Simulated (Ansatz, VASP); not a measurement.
# One calculation of CsPbCl3, two programs

```xyz
5
Lattice="5.6050 0.0000 0.0000 0.0000 5.6050 0.0000 0.0000 0.0000 5.6050" Properties=species:S:1:pos:R:3 pbc="T T T"
Pb    2.8025    2.8025    2.8025
Cs    0.0000    0.0000    0.0000
Cl    2.8025    0.0000    2.8025
Cl    0.0000    2.8025    2.8025
Cl    2.8025    2.8025    0.0000
```

Alike in both runs: task single point; functional PBE; k mesh 5 × 5 × 5; occupations gaussian, width 0.011 eV; no spin polarisation.

```csv
,VASP,Ansatz
version,VASP 6.6.1,Ansatz 0.2.0
potentials or method,"VASP PAW PBE potentials, release 64 (Pb_d, Cs_sv, Cl)",Ansatz PAW
plane-wave cutoff (eV),520,420
valence electrons in the cell,44,44
```

Ansatz gave:

- gap on the k mesh at the Fermi level (eV): 2.95
- least direct gap on the mesh (eV): 2.95
- pressure (GPa): 1.7

Estimate VASP's values.

gap on the k mesh at the Fermi level (eV): 2.96; least direct gap on the mesh (eV): 2.96; pressure (GPa): 1.7.

With one functional, cell and mesh, what is left measures potentials, basis and numerics.

Spin-orbit coupling is off throughout. Noted on Ansatz's run: odd divisions of the mesh miss points on the zone boundary, where band edges often lie, so the gap on the mesh can be too wide.
